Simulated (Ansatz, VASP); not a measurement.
Ag: VASP beside Ansatz

```xyz
12
Lattice="5.8650 0.0000 0.0000 -2.9325 5.0793 0.0000 0.0000 0.0000 22.7888" Properties=species:S:1:pos:R:3 pbc="T T T"
Ag    1.4663    0.8465    8.0000
Ag    0.0000    3.3862    8.0000
Ag    4.3988    0.8465    8.0000
Ag    2.9325    3.3862    8.0000
Ag    2.9318    1.6942   10.3493
Ag    1.4673    4.2371   10.3506
Ag   -0.0006    1.6927   10.3481
Ag   -1.4686    4.2372   10.3503
Ag   -1.4676    2.5455   12.6928
Ag   -0.0011    0.0048   12.7064
Ag    1.4648    2.5450   12.6939
Ag    2.9313    0.0018   12.7010
```

Alike in both runs: task single point; functional PBE; k mesh 4 × 4 × 1; occupations gaussian, width 0.1 eV; no spin polarisation.

|  | VASP | Ansatz |
| --- | --- | --- |
| version | VASP 6.6.1 | Ansatz 0.2.0 |
| potentials or method | VASP PAW PBE potentials, release 64 (Ag), cutoff 520 eV | scalar-relativistic, plane waves, PAW |
| valence electrons in the cell | 132 | 228 |

|  | VASP | Ansatz | Ansatz less VASP |
| --- | --- | --- | --- |
| gap on the k mesh at the Fermi level (eV) | none | none | - |
| rms of the force components (eV/Å) | 0.007 | 0.008 | +0.0005 |

Atom by atom the forces differ by 0.001 eV/Å (rms over components). A gap of «none» marks a metal or a gap that the smearing closes. VASP's potentials hold 132 valence electrons a cell and Ansatz's 228, so a difference there can come from the potentials and not from the codes.
